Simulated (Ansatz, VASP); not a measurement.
## Two plane-wave programs on MgO

Contents of INCAR:

```
SYSTEM = MgO
PREC = Accurate
ENCUT = 840
EDIFF = 1E-6
ISMEAR = 0
SIGMA = 0.1
LREAL = .FALSE.
LASPH = .TRUE.
NELM = 120
ALGO = Normal
ISIF = 2
LWAVE = .FALSE.
LCHARG = .TRUE.
GGA = CA
LELF = .TRUE.
LVHAR = .TRUE.
NBANDS = 15
GGA_COMPAT = .FALSE.
```

Contents of KPOINTS:

```
regular mesh
0
G
  8 8 8
  0 0 0
```

POSCAR

```
MgO
1.0
    0.0000000000      2.1245000000      2.1245000000
    2.1245000000      0.0000000000      2.1245000000
    2.1245000000      2.1245000000      0.0000000000
Mg O
1 1
Direct
    0.0000000000      0.0000000000      0.0000000000
    0.5000000000      0.5000000000      0.5000000000
```

Input for Ansatz:

```yaml
crystal:
  lattice:
    - [0.0, 2.1245, 2.1245]
    - [2.1245, 0.0, 2.1245]
    - [2.1245, 2.1245, 0.0]
  atoms:
    - { symbol: Mg, position: [0.0, 0.0, 0.0] }
    - { symbol: O, position: [0.5, 0.5, 0.5] }
basis:
  ecutwfc: 420
kpoints:
  mp_grid: { grid: [8, 8, 8] }
hamiltonian:
  xc: lda
  pseudopotentials: { kind: paw, azcp: { folder: soft_1 } }
scf:
  occupations: { method: gaussian, width: 0.1 }
output:
  forces: true
  stress: true
  eigenvalues: true
```

Alike in both runs: task single point; functional LDA; k mesh 8 × 8 × 8; occupations gaussian, width 0.1 eV; no spin polarisation.

|  | VASP | Ansatz |
| --- | --- | --- |
| version | VASP 6.6.1 | Ansatz 0.2.0 |
| potentials or method | VASP PAW LDA potentials, release 64 (Mg_sv, O), cutoff 840 eV | scalar-relativistic, plane waves, PAW |
| valence electrons in the cell | 16 | 16 |

```tsv
	VASP	Ansatz	Ansatz less VASP
gap on the k mesh at the Fermi level (eV)	4.42	4.41	-0.007
least direct gap on the mesh (eV)	4.42	4.41	-0.007
pressure (GPa)	-9.3	-9.5	-0.26
```

Ansatz warns that its potentials were made for another functional, while VASP's fit it. LDA's correlation is that of Perdew and Zunger in VASP and of Perdew and Wang (1992) in Ansatz.
